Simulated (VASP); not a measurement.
Crystal: Ir.

```xyz
2
Lattice="0.0000 2.5380 2.5380 2.5380 0.0000 2.5380 2.5380 2.5380 0.0000" Properties=species:S:1:pos:R:3 pbc="T T T"
Ir    2.5380    2.5380    2.5380
Ir    3.8070    3.8070    3.8070
```

| Quantity | Value |
| --- | --- |
| Program | VASP 6.6.1 |
| Task | relaxation of cell and atoms |
| Functional | PBE |
| Potentials or basis | VASP PAW PBE potentials, release 64 (Ir) |
| Cutoff | 600 eV |
| k mesh | 6 × 6 × 6 |
| Occupations | gaussian, width 0.1 eV |
| Spin | no spin polarisation |

At the start: pressure 95.7 GPa; volume 16.35 Å³/atom.

Q: How do energy, volume and symmetry change on relaxing?

A: Over 9 steps the energy falls by 1209.4 meV/atom and the volume is 21.58 Å³/atom (+32.0 %); space group Fd-3m (No. 227, to 0.05 Å).

Step by step:
```tsv
step	energy change (eV)	largest force (eV/Å)	pressure (GPa)	volume (Å³)
1	0.0000	0.0000	95.73	32.70
2	5.3343	0.0000	-15.08	104.13
3	1.7300	0.0000	-23.75	74.15
4	-1.0433	0.0000	-24.78	56.62
5	-2.4167	0.0000	-1.60	43.57
6	-2.4186	0.0000	0.44	43.06
7	-2.4186	0.0000	-0.46	43.29
8	-2.4182	0.0000	0.89	42.96
9	-2.4188	0.0000	0.02	43.17
```

Final structure:
```
Ir
1.0
     0.00000    2.78430    2.78430
     2.78430    0.00000    2.78430
     2.78430    2.78430    0.00000
Ir
2
Direct
  0.50000 0.50000 0.50000
  0.75000 0.75000 0.75000
```

Caveat: the volume moved by over 15 % at a fixed basis, so the end points are rough.
